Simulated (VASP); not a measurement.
# N2 in VASP: single point with PBEsol

Aim: the single point of N2 with PBEsol.

Everything below comes from runs of VASP 6.6.1. Logs are shortened: lines on timing, memory, paths and dates and some standing lists are left out, and cuts for length are marked.

## 1. The cell of the first run

The cell holds a molecule in a box, 2 atoms: a = 9.000 Å, b = 9.500 Å, c = 10.000 Å, α = 90.00°, β = 90.00°, γ = 90.00°.

## 2. Single point, PBEsol

INCAR

```
PREC = Accurate
ENCUT = 520
EDIFF = 1E-6
ISMEAR = -1
SIGMA = 0.02
LREAL = False
LASPH = True
NELM = 60
ALGO = Normal
ISIF = 2
LWAVE = False
LCHARG = False
GGA = PS
NBANDS = 12
```

KPOINTS

```
Automatic mesh
0
Gamma
  1 1 1
```

POSCAR

```
N
1.0
    9.0000000000      0.0000000000      0.0000000000
    0.0000000000      9.5000000000      0.0000000000
    0.0000000000      0.0000000000     10.0000000000
N
2
Direct
    0.5000000000      0.5000000000      0.4450012351
    0.5000000000      0.5000000000      0.5549987649
```

Potentials or basis: VASP PAW PBE potentials, release 64 (N).

Launch:

```console
> cat potpaw_PBE.64/N/POTCAR > POTCAR
> mpirun -np 1 vasp_gam > vasp.out
```

OUTCAR:

```text
PREC = Accurate
   ENCUT = 520
   EDIFF = 1E-6
   ISMEAR = -1
   LREAL = False
   LASPH = True
   NELM = 60
   ISIF = 2
   GGA = PS

 ion  position               nearest neighbor table
   1  0.500  0.500  0.445-   2 1.10
   2  0.500  0.500  0.555-   1 1.10

  LATTYP: Found a simple orthorhombic cell.
 ALAT       =     9.0000000000
 B/A-ratio  =     1.0555555556
 C/A-ratio  =     1.1111111111

  Lattice vectors:

 A1 = (   9.0000000000,   0.0000000000,   0.0000000000)
 A2 = (   0.0000000000,   9.5000000000,   0.0000000000)
 A3 = (   0.0000000000,   0.0000000000,  10.0000000000)

Analysis of symmetry for initial positions (statically):
=====================================================================
 Subroutine PRICEL returns:
 Original cell was already a primitive cell.

 Routine SETGRP: Setting up the symmetry group for a
 simple orthorhombic supercell.

 Subroutine GETGRP returns: Found  8 space group operations
 (whereof  8 operations were pure point group operations)
 out of a pool of  8 trial point group operations.

The static configuration has the point symmetry D_2h.

Analysis of symmetry for dynamics (positions and initial velocities):
=====================================================================
 Subroutine PRICEL returns:
 Original cell was already a primitive cell.

 Routine SETGRP: Setting up the symmetry group for a
 simple orthorhombic supercell.

 Subroutine GETGRP returns: Found  8 space group operations
 (whereof  8 operations were pure point group operations)
 out of a pool of  8 trial point group operations.

The dynamic configuration has the point symmetry D_2h.

 Subroutine INISYM returns: Found  8 space group operations
 (whereof  8 operations are pure point group operations),
 and found     1 'primitive' translations

----------------------------------------------------------------------------------------

                                     Primitive cell

  volume of cell :     855.0000

  direct lattice vectors                    reciprocal lattice vectors
     9.000000000  0.000000000  0.000000000     0.111111111  0.000000000  0.000000000
     0.000000000  9.500000000  0.000000000     0.000000000  0.105263158  0.000000000
     0.000000000  0.000000000 10.000000000     0.000000000  0.000000000  0.100000000

  length of vectors
     9.000000000  9.500000000 10.000000000     0.111111111  0.105263158  0.100000000

  position of ions in fractional coordinates (direct lattice)
     0.500000000  0.500000000  0.445001235
     0.500000000  0.500000000  0.554998765

  ion indices of the primitive-cell ions
   primitive index   ion index
                 1           1
                 2           2

----------------------------------------------------------------------------------------

 KPOINTS: Automatic mesh

Automatic generation of k-mesh.
 Grid dimensions read from file:
 generate k-points for:    1    1    1

 Generating k-lattice:

  Cartesian coordinates                     Fractional coordinates (reciprocal lattice)
     0.111111111  0.000000000  0.000000000     1.000000000  0.000000000  0.000000000
     0.000000000  0.105263158  0.000000000     0.000000000  1.000000000  0.000000000
     0.000000000  0.000000000  0.100000000     0.000000000  0.000000000  1.000000000

  Length of vectors
     0.111111111  0.105263158  0.100000000

  Shift w.r.t. Gamma in fractional coordinates (k-lattice)
     0.000000000  0.000000000  0.000000000

 Subroutine IBZKPT returns following result:
 ===========================================

 Found      1 irreducible k-points:

 Following reciprocal coordinates:
            Coordinates               Weight
  0.000000  0.000000  0.000000      1.000000
   k-points           NKPTS =      1   k-points in BZ     NKDIM =      1   number of bands    NBANDS=     12
   number of dos      NEDOS =    301   number of ions     NIONS =      2
   total plane-waves  NPLWV = 403200
   dimension x,y,z NGX =    70 NGY =   72 NGZ =   80
   dimension x,y,z NGXF=   140 NGYF=  144 NGZF=  160
   ions per type =               2
   NGX,Y,Z   is equivalent  to a cutoff of  12.93, 12.60, 13.30 a.u.
   NGXF,Y,Z  is equivalent  to a cutoff of  25.86, 25.20, 26.60 a.u.
 SYSTEM =  unknown system
   PREC   = accura    normal or accurate (medium, high low for compatibility)
   ISTART =      0    job   : 0-new  1-cont  2-samecut
   ICHARG =      2    charge: 1-file 2-atom 10-const
   ISPIN  =      1    spin polarized calculation?
   LNONCOLLINEAR =      F non collinear calculations
   LSORBIT =      F    spin-orbit coupling
   LASPH  =      T    aspherical Exc in radial PAW
   ENCUT  =  520.0 eV  38.22 Ry    6.18 a.u.  16.73 17.66 18.59*2*pi/ulx,y,z
   NELM   =     60;   NELMIN=  2; NELMDL= -5     # of ELM steps
   EDIFF  = 0.1E-05   stopping-criterion for ELM
   LREAL  =      F    real-space projection
   EDIFFG = 0.1E-04   stopping-criterion for IOM
   NSW    =      0    number of steps for IOM
   IBRION =     -1    ionic relax: 0-MD 1-quasi-New 2-CG
   NFREE  =      0    steps in history (QN), initial steepest desc. (CG)
   ISIF   =      2    stress and relaxation
   ISYM   =      2    0-nonsym 1-usesym 2-fastsym
   POTIM  = 0.5000    time-step for ionic-motion
   TEBEG  =    0.0;   TEEND  =   0.0 temperature during run
   PSTRESS=    0.0 pullay stress
   NELECT =      10.0000    total number of electrons
   NUPDOWN=      -1.0000    fix difference up-down
   EMIN   =  10.00;   EMAX   =-10.00  energy-range for DOS
   EFERMI =   0.00;   METHOD = LEGACY
   ISMEAR =    -1;   SIGMA  =   0.02  broadening in eV -4-tet -1-fermi 0-gaus
   EFERMI_NEDOS =   21; number of points for ismear=-14 and -15
   IALGO  =     38    algorithm
   IMIX   =      4    mixing-type and parameters
     AMIX     =   0.40;   BMIX     =  1.00
     AMIX_MAG =   1.60;   BMIX_MAG =  1.00
  volume/ion in A,a.u.               =     427.50      2884.91
  Fermi-wavevector in a.u.,A,eV,Ry     =   0.371609  0.702239  1.878872  0.138093
  Thomas-Fermi vector in A             =   1.299861
   LORBIT       =      0    0 simple, 1 ext, 2 COOP (PROOUT), +10 PAW based schemes
   GGA     = PS    functional components
   LHFCALC =     F    Hartree Fock is set to
   AEXX    =    0.0000 exact exchange contribution
   IVDW    =     0    specifies the selected vdW correction
   LEPSILON=     F    determine dielectric tensor
   LRPA    =     F    only Hartree local field effects (RPA)
 non-spin polarized calculation
  energy-cutoff  :      520.00
  volume of cell :      855.00
 maximum number of plane-waves:     11510
 NGX is ok and might be reduce to    70
   NGX = 33   NGY = 35   NGZ = 37

 number of electron      10.0000000 magnetization

 Free energy of the ion-electron system (eV)
  ---------------------------------------------------
  ext. energy  EPLUGINS =         0.00000000
  ---------------------------------------------------
  free energy    TOTEN  =       -17.05060749 eV

  energy without entropy =      -17.05060749  energy(sigma->0) =      -17.05060749

 E-fermi :  -9.4900     XC(G=0):  -0.6711

 val. band max:       -9.9885283303   @ k =   0.0000   0.0000   0.0000
 cond. band min:      -1.8004130378   @ k =   0.0000   0.0000   0.0000
 fundamental gap:      8.1881152925
 Fermi energy:        -9.4900409317

 k-point     1 :       0.0000    0.0000    0.0000
  band No.  band energies     occupation
      1     -28.1730      2.00000
      2     -13.1920      2.00000
      3     -11.4963      2.00000
      4     -11.4963      2.00000
      5      -9.9885      2.00000
      6      -1.8004      0.00000
      7      -1.8000      0.00000
      8      -0.1611      0.00000
      9       1.2330      0.00000
     10       1.3076      0.00000
     11       1.3142      0.00000
     12       1.5557      0.00000

------------------------ aborting loop because EDIFF is reached ----------------------------------------

  FORCE on cell =-STRESS in cart. coord.  units (eV):
  Direction    XX          YY          ZZ          XY          YZ          ZX
  --------------------------------------------------------------------------------------
  -------------------------------------------------------------------------------------
  Total       -0.0587727     -0.0570217      1.9629942      0.0000000      0.0000000      0.0000000
  in kB       -0.1101337     -0.1068524      3.6784385      0.0000000      0.0000000      0.0000000
  external PRESSURE =       1.1538174 kB  Pullay stress =       0.0000000 kB

 VOLUME and BASIS-vectors are now :
 -----------------------------------------------------------------------------
  energy-cutoff  :      520.00
  volume of cell :      855.00
      direct lattice vectors                 reciprocal lattice vectors
     9.000000000  0.000000000  0.000000000     0.111111111  0.000000000  0.000000000
     0.000000000  9.500000000  0.000000000     0.000000000  0.105263158  0.000000000
     0.000000000  0.000000000 10.000000000     0.000000000  0.000000000  0.100000000

 POSITION                                       TOTAL-FORCE (eV/Angst)
 -----------------------------------------------------------------------------------
      4.50000      4.75000      4.45001         0.000000      0.000000     -1.867854
      4.50000      4.75000      5.54999         0.000000      0.000000      1.867854
 -----------------------------------------------------------------------------------
    total drift:                                0.000000      0.000000      0.000000

  FREE ENERGIE OF THE ION-ELECTRON SYSTEM (eV)
  ---------------------------------------------------
  free  energy   TOTEN  =       -17.0506074895 eV

  energy  without entropy=      -17.0506074895  energy(sigma->0) =      -17.05060749
```

It took 53 s on 1 thread of Oxide Virtual Turin-like, shared host; peak memory 0.69 GiB.

What came out:

* Free energy: -17.0506 eV
* Largest force: 1.868 eV/Å
* Gap between the frontier levels: 8.19 eV

Forces on the atoms (eV/Å):
```
N    0.000  0.000 -1.868
N    0.000  0.000  1.868
```

Levels at points of the mesh, in eV from the valence-band top:
| k point | band 2 | band 3 | band 4 | band 5 | band 6 | band 7 | band 8 | band 9 |
| --- | --- | --- | --- | --- | --- | --- | --- | --- |
| (0.00, 0.00, 0.00) | -3.20 | -1.51 | -1.51 | 0.00 | 8.19 | 8.19 | 9.83 | 11.22 |

Caveat: the standard files for N, O and F lose accuracy on very short bonds; the PAW data sets were made with another functional, which shifts forces and pressure a little.
